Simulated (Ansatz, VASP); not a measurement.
SiC in VASP and in Ansatz

```
CELL_PARAMETERS angstrom
0.00000 2.20159 2.20159
2.20159 0.00000 2.20159
2.20159 2.20159 0.00000
ATOMIC_POSITIONS crystal
Si 0.00000 0.00000 0.00000
C 0.25000 0.25000 0.25000
```

Alike in both runs: task single point; functional r2SCAN; k mesh 10 × 10 × 10; no spin polarisation.

|  | VASP | Ansatz |
| --- | --- | --- |
| version | VASP 6.6.1 | Ansatz 0.2.0 |
| potentials or method | VASP PAW PBE potentials, release 64 (Si, C), cutoff 520 eV | scalar-relativistic, plane waves, PAW |
| occupations | gaussian, width 0.01 eV | fixed |
| valence electrons in the cell | 8 | 8 |

Ansatz gave:

```
gap on the k mesh at the Fermi level (eV) : 1.73
least direct gap on the mesh (eV)         : 5.01
pressure (GPa)                            : -6.9
```

Q: What did VASP give for the same quantities?

A: gap on the k mesh at the Fermi level (eV): 1.74; least direct gap on the mesh (eV): 5.02; pressure (GPa): -7.0.

VASP's potentials were made for PBE, not for r2SCAN.
